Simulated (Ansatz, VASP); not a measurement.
Si4P in VASP and in Ansatz

Contents of INCAR:

```
PREC = Accurate
ENCUT = 520
EDIFF = 1E-6
ISMEAR = 0
SIGMA = 0.1
LREAL = F
LASPH = T
NELM = 80
ALGO = Normal
ISIF = 2
LWAVE = F
LCHARG = F
GGA = PE
NBANDS = 18
```

The input KPOINTS:

```
Automatic mesh
0
Gamma
  6 6 4
```

The input POSCAR:

```
Si4P
1.0
    3.8586141600      0.0000000000      0.0000000000
   -1.9293070800      3.3416578900      0.0000000000
    0.0000000000      0.0000000000      6.3857741600
Si P
4 1
Direct
    0.3333333300      0.6666666700      0.7187792000
    0.3333333300      0.6666666700      0.2812208000
    0.3333333300      0.6666666700      0.5000000000
    0.3333333300      0.6666666700      0.0000000000
    0.6666666700      0.3333333300      0.5000000000
```

Input for Ansatz:

```yaml
crystal:
  lattice:
    - [3.85861416, 0.0, 0.0]
    - [-1.92930708, 3.34165789, 0.0]
    - [0.0, 0.0, 6.38577416]
  atoms:
    - { symbol: Si, position: [0.33333333, 0.66666667, 0.7187792] }
    - { symbol: Si, position: [0.33333333, 0.66666667, 0.2812208] }
    - { symbol: Si, position: [0.33333333, 0.66666667, 0.5] }
    - { symbol: Si, position: [0.33333333, 0.66666667, 0.0] }
    - { symbol: P, position: [0.66666667, 0.33333333, 0.5] }
basis:
  ecutwfc: 420
kpoints:
  mp_grid: { grid: [6, 6, 4] }
hamiltonian:
  xc: pbe
scf:
  occupations: { method: gaussian, width: 0.1 }
  lower_state_search: "off"
output:
  forces: true
  stress: true
  eigenvalues: true
```

Alike in both runs: task single point; functional PBE; k mesh 6 × 6 × 4; occupations gaussian, width 0.1 eV; no spin polarisation.

|  | VASP | Ansatz |
| --- | --- | --- |
| version | VASP 6.6.1 | Ansatz 0.2.0 |
| potentials or method | VASP PAW PBE potentials, release 64 (Si, P), cutoff 520 eV | scalar-relativistic, plane waves, PAW |
| valence electrons in the cell | 21 | 21 |

Ansatz gave:

```
gap on the k mesh at the Fermi level (eV) : none
rms of the force components (eV/Å)        : 17.480
```

Estimate VASP's values.

gap on the k mesh at the Fermi level (eV): none; rms of the force components (eV/Å): 18.025.

Atom by atom the forces differ by 0.545 eV/Å (rms over components). A gap of «none» marks a metal or a gap that the smearing closes. The functional is the same, so the differences come from potentials, cutoffs and numerics.
